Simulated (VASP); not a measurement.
Crystal: CO2.

```
CELL_PARAMETERS angstrom
4.78455 0.00000 0.00000
0.00000 6.31554 0.00000
0.00000 0.00000 5.67889
ATOMIC_POSITIONS crystal
C 0.50000 0.85300 0.75000
C 0.00000 0.35300 0.75000
C 0.00000 0.64700 0.25000
C 0.50000 0.14700 0.25000
O 0.70097 0.14633 0.13358
O 0.29903 0.14633 0.36642
O 0.79903 0.64633 0.13358
O 0.20097 0.35367 0.86642
O 0.20097 0.64633 0.36642
O 0.79903 0.35367 0.63358
O 0.70097 0.85367 0.63358
O 0.29903 0.85367 0.86642
```

Base run:

| Item | Value |
| --- | --- |
| Program | VASP 6.6.1 |
| Functional | PBE |
| Potentials or basis | VASP PAW PBE potentials, release 64 (C, O) |
| Cutoff | 520 eV |
| k mesh | 5 × 4 × 4, shifted |
| Occupations | fermi-dirac, width 0.02 eV |
| Spin | no spin polarisation |

Its results: band gap on the k mesh 6.97 eV; pressure 4.0 GPa; largest force 0.788 eV/Å.

Problem. The run is repeated on the same cell with these changes: k mesh from 5 × 4 × 4, shifted to 5 × 4 × 4, through Γ. What comes out?

Solution. Band gap on the k mesh 6.66 eV (least direct gap 6.66 eV); pressure 4.0 GPa; largest force 0.788 eV/Å.

Caveats: the cell stands under pressure; this functional lacks dispersion, which holds the molecules together, so the pressure and a relaxed volume are unreliable; a shifted mesh leaves out Γ, where band edges can lie (at least some runs).

A k mesh can miss the band edges.
